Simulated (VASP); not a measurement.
# BN (P6_3mc) in VASP: a series of runs, part 2 of 3

VASP 6.6.1. Earlier steps stand in the parts before.

## 3. Single point, LDA

The input, INCAR:

```
PREC     = Accurate       # precision mode
ENCUT    = 520            # plane-wave cutoff, eV
EDIFF    = 1E-6           # SCF threshold, eV
ISMEAR   = 0              # smearing method
SIGMA    = 0.1            # smearing width, eV
LREAL    = F              # projectors in reciprocal space
LASPH    = T              # aspherical terms in the spheres
NELM     = 60             # most SCF steps
ALGO     = Normal         # electronic algorithm
ISIF     = 2              # what is computed and relaxed
LWAVE    = F              # write WAVECAR
LCHARG   = T              # write CHGCAR
LELF     = T              # ELF
LVHAR    = T            
NBANDS   = 16             # bands
```

The input, KPOINTS:

```
Automatic mesh
0
Gamma
  6 6 4
```

The input, POSCAR:

```
BN
1.0
    2.5539396017      0.0000000000      0.0000000000
   -1.2769698009      2.2117765748      0.0000000000
    0.0000000000      0.0000000000      4.2268550000
B N
2 2
Direct
    0.6666666667      0.3333333333      0.9997240000
    0.3333333333      0.6666666667      0.4997240000
    0.6666666667      0.3333333333      0.6252760000
    0.3333333333      0.6666666667      0.1252760000
```

Potentials or basis: VASP PAW LDA potentials, release 64 (B, N).

Run with:

```sh
> cat potpaw_LDA.64/B/POTCAR potpaw_LDA.64/N/POTCAR > POTCAR
> mpirun -np 1 vasp_std > vasp.out
```

OUTCAR:

```text
PREC = Accurate
   ENCUT = 520
   EDIFF = 1E-6
   ISMEAR = 0
   LREAL = F
   LASPH = T
   NELM = 60
   ISIF = 2

 ion  position               nearest neighbor table
   1  0.667  0.333  1.000-   4 1.57   4 1.57   4 1.57   3 1.58
   2  0.333  0.667  0.500-   3 1.57   3 1.57   3 1.57   4 1.58
   3  0.667  0.333  0.625-   2 1.57   2 1.57   2 1.57   1 1.58
   4  0.333  0.667  0.125-   1 1.57   1 1.57   1 1.57   2 1.58

  LATTYP: Found a hexagonal cell.
 ALAT       =     2.5539396017
 C/A-ratio  =     1.6550332659

  Lattice vectors:

 A1 = (   2.5539396017,   0.0000000000,   0.0000000000)
 A2 = (  -1.2769698009,   2.2117765748,   0.0000000000)
 A3 = (   0.0000000000,   0.0000000000,   4.2268550000)

Analysis of symmetry for initial positions (statically):
=====================================================================
 Subroutine PRICEL returns:
 Original cell was already a primitive cell.

 Routine SETGRP: Setting up the symmetry group for a
 hexagonal supercell.

 Subroutine GETGRP returns: Found 12 space group operations
 (whereof  6 operations were pure point group operations)
 out of a pool of 24 trial point group operations.

The static configuration has the point symmetry C_3v.
 The point group associated with its full space group is C_6v.

Analysis of symmetry for dynamics (positions and initial velocities):
=====================================================================
 Subroutine PRICEL returns:
 Original cell was already a primitive cell.

 Routine SETGRP: Setting up the symmetry group for a
 hexagonal supercell.

 Subroutine GETGRP returns: Found 12 space group operations
 (whereof  6 operations were pure point group operations)
 out of a pool of 24 trial point group operations.

The dynamic configuration has the point symmetry C_3v.
 The point group associated with its full space group is C_6v.

 Subroutine INISYM returns: Found 12 space group operations
[... 117 lines left out ...]
     AMIX_MAG =   1.60;   BMIX_MAG =  1.00
  volume/ion in A,a.u.               =       5.97        40.28
  Fermi-wavevector in a.u.,A,eV,Ry     =   1.432600  2.707222 27.923836  2.052344
  Thomas-Fermi vector in A             =   2.552210
   LORBIT       =      0    0 simple, 1 ext, 2 COOP (PROOUT), +10 PAW based schemes
   GGA     = CA    functional components
   LHFCALC =     F    Hartree Fock is set to
   AEXX    =    0.0000 exact exchange contribution
   IVDW    =     0    specifies the selected vdW correction
   LEPSILON=     F    determine dielectric tensor
   LRPA    =     F    only Hartree local field effects (RPA)
 non-spin polarized calculation
 Gauss-broadening in eV      SIGMA  =   0.10
  energy-cutoff  :      520.00
  volume of cell :       23.88
 maximum number of plane-waves:       660
 NGX is ok and might be reduce to    20
   NGX =  9   NGY =  9   NGZ = 15

 number of electron      16.0000003 magnetization

 Free energy of the ion-electron system (eV)
  ---------------------------------------------------
  ext. energy  EPLUGINS =         0.00000000
  ---------------------------------------------------
  free energy    TOTEN  =       -38.71964499 eV

  energy without entropy =      -38.71964499  energy(sigma->0) =      -38.71964499

 E-fermi :   7.8663     XC(G=0): -13.0456

 val. band max:        7.4177706580   @ k =   0.0000   0.0000   0.0000
 cond. band min:      12.3803668612   @ k =   0.3333   0.3333   0.0000
 fundamental gap:      4.9625962032
 Fermi energy:         7.8662821079

 k-point     1 :       0.0000    0.0000    0.0000
  band No.  band energies     occupation
      1     -12.7108      2.00000
      2      -8.5464      2.00000
      3      -3.4364      2.00000
      4       5.3108      2.00000
      5       5.3108      2.00000
      6       7.1372      2.00000
[... 376 lines left out ...]
      3      -1.3108      2.00000
      4      -1.3108      2.00000
      5      -0.3083      2.00000
      6      -0.3083      2.00000
[... 8 lines left out ...]
     15      23.8079      0.00000
     16      23.8079      0.00000

------------------------ aborting loop because EDIFF is reached ----------------------------------------

  FORCE on cell =-STRESS in cart. coord.  units (eV):
  Direction    XX          YY          ZZ          XY          YZ          ZX
  --------------------------------------------------------------------------------------
  -------------------------------------------------------------------------------------
  Total       -1.8957630     -1.8957630     -1.9762485      0.0000000      0.0000000      0.0000000
  in kB     -127.2112140   -127.2112140   -132.6120283      0.0000000      0.0000000      0.0000000
  external PRESSURE =    -129.0114854 kB  Pullay stress =       0.0000000 kB

 VOLUME and BASIS-vectors are now :
 -----------------------------------------------------------------------------
  energy-cutoff  :      520.00
  volume of cell :       23.88
      direct lattice vectors                 reciprocal lattice vectors
     2.553939602  0.000000000  0.000000000     0.391551938  0.226062617  0.000000000
    -1.276969801  2.211776575  0.000000000     0.000000000  0.452125233  0.000000000
     0.000000000  0.000000000  4.226855000     0.000000000  0.000000000  0.236582518

 POSITION                                       TOTAL-FORCE (eV/Angst)
 -----------------------------------------------------------------------------------
      1.27697      0.73726      4.22569        -0.000000      0.000000      0.025800
     -0.00000      1.47452      2.11226         0.000000      0.000000      0.025800
      1.27697      0.73726      2.64295         0.000000     -0.000000     -0.025800
     -0.00000      1.47452      0.52952        -0.000000      0.000000     -0.025800
 -----------------------------------------------------------------------------------
    total drift:                               -0.000000     -0.000000      0.000459

  FREE ENERGIE OF THE ION-ELECTRON SYSTEM (eV)
  ---------------------------------------------------
  free  energy   TOTEN  =       -38.7196449940 eV

  energy  without entropy=      -38.7196449940  energy(sigma->0) =      -38.71964499
```

Wall time 5.1 s (1 thread of Intel Xeon Platinum 8488C (Sapphire Rapids), shared host); peak memory 0.12 GiB.

Results:

```
Free energy            : -38.7196 eV
Pressure               : -12.9 GPa
Largest force          : 0.026 eV/Å
Band gap on the k mesh : 4.96 eV, indirect (least direct gap 8.13 eV)
```

Forces on the atoms (eV/Å):
```
B    0.000  0.000  0.026
B    0.000  0.000  0.026
N    0.000  0.000 -0.026
N    0.000  0.000 -0.026
```

Caveat: the k points lie up to 0.47 Å⁻¹ apart. A k mesh can miss the band edges.

## 4. Single point, PBE

The input, INCAR:

```
ALGO     = Normal         # electronic algorithm
EDIFF    = 1E-7           # SCF threshold, eV
ENCUT    = 520            # plane-wave cutoff, eV
GGA      = PE             # functional
ISIF     = 2              # what is computed and relaxed
ISMEAR   = -1             # smearing method
LASPH    = T              # aspherical terms in the spheres
LCHARG   = F              # write CHGCAR
LREAL    = F              # projectors in reciprocal space
LWAVE    = F              # write WAVECAR
NBANDS   = 16             # bands
NELECT   = 16.1         
NELM     = 100            # most SCF steps
PREC     = Accurate       # precision mode
SIGMA    = 0.011          # smearing width, eV
```

The input, KPOINTS:

```
k-points
0
Gamma
  6 6 4
```

POSCAR is that of step 3.

Potentials or basis: VASP PAW PBE potentials, release 64 (B, N).

Run with:

```sh
> cat potpaw_PBE.64/B/POTCAR potpaw_PBE.64/N/POTCAR > POTCAR
> mpirun -np 1 vasp_std > vasp.out
```

Wall time 6.4 s (1 thread of Intel Xeon Platinum 8488C (Sapphire Rapids), shared host); peak memory 0.12 GiB.

Results (log left out):

| Item | Value |
| --- | --- |
| Free energy | -33.4713 eV |
| Largest force | 0.105 eV/Å |

Forces on the atoms (eV/Å):
```
B    0.000  0.000 -0.105
B    0.000  0.000 -0.105
N    0.000  0.000  0.105
N    0.000  0.000  0.105
```

Levels at points of the mesh, in eV from the Fermi level:
```
           k point  band 4  band 5  band 6  band 7  band 8  band 9  band 10  band 11  band 12  band 13
(0.00, 0.00, 0.00)   -8.64   -8.64   -6.81   -6.54   -6.54    1.79     1.79     1.98     2.86     4.06
(0.50, 0.00, 0.00)  -14.29  -13.40  -11.47  -10.91   -8.63    0.11     1.35     4.00     4.83     6.25
(0.00, 0.00, 0.50)  -12.23   -7.70   -7.70   -7.70   -7.70    2.86     2.86     3.33     3.33     3.33
(0.50, 0.00, 0.50)  -16.49  -10.27  -10.27  -10.09  -10.09   -0.02    -0.02     3.41     3.41     7.63
```

Caveat: the k points lie up to 0.47 Å⁻¹ apart; the cell carries a net charge on a neutralising background, which shifts energy and pressure; the cell is charged against a uniform background, so pressure and absolute levels hang on convention.

## 5. Single point, PBE

The input, INCAR:

```
SYSTEM = BN
ALGO     = Normal         ! electronic algorithm
EDIFF    = 1E-6           ! SCF threshold, eV
ENCUT    = 600            ! plane-wave cutoff, eV
GGA      = PE             ! functional
GGA_COMPAT= .FALSE.      
ISIF     = 2              ! what is computed and relaxed
ISMEAR   = 1              ! smearing method
LASPH    = .TRUE.         ! aspherical terms in the spheres
LCHARG   = .TRUE.         ! write CHGCAR
LELF     = .TRUE.         ! ELF
LREAL    = .FALSE.        ! projectors in reciprocal space
LVHAR    = .TRUE.       
LWAVE    = .FALSE.        ! write WAVECAR
NBANDS   = 16             ! bands
NELM     = 120            ! most SCF steps
PREC     = Accurate       ! precision mode
SIGMA    = 0.63           ! smearing width, eV
```

The input, KPOINTS:

```
k-points
0
G
  3 3 1
  0 0 0
```

POSCAR is that of step 4.

Run with:

```sh
> cat potpaw_PBE.64/B/POTCAR potpaw_PBE.64/N/POTCAR > POTCAR
> mpirun -np 1 vasp_std > vasp.out
```

It took 6.3 s on 1 thread of Intel Xeon 8259CL, shared host; peak memory 0.13 GiB.

The run converged. Its results:

| Quantity | Value |
| --- | --- |
| Free energy | -34.5579 eV |
| Pressure | 4.3 GPa |
| Largest force | 1.245 eV/Å |
| Band gap on the k mesh | 5.13 eV, indirect (least direct gap 8.25 eV) |

Forces in eV/Å, atoms in the order of the input:
```
B    0.000  0.000  1.245
B    0.000  0.000  1.245
N    0.000  0.000 -1.245
N    0.000  0.000 -1.245
```

Stress tensor (GPa, compression positive):
```
 16.85   0.00   0.00
  0.00  16.85   0.00
  0.00   0.00 -20.74
```

Levels at points of the mesh, in eV from the valence-band top:
```csv
k point,band 5,band 6,band 7,band 8,band 9,band 10,band 11,band 12
"(0.00, 0.00, 0.00)",-2.12,-0.30,0.00,0.00,8.25,8.25,8.46,9.34
```

Caveat: the k points lie up to 1.49 Å⁻¹ apart; forces of over 1 eV/Å act on the atoms, so gaps and moduli don't describe the material at rest. PBE gaps usually lie below the measured ones, often by a third to a half.

(Part 2 of 3 ends here.)
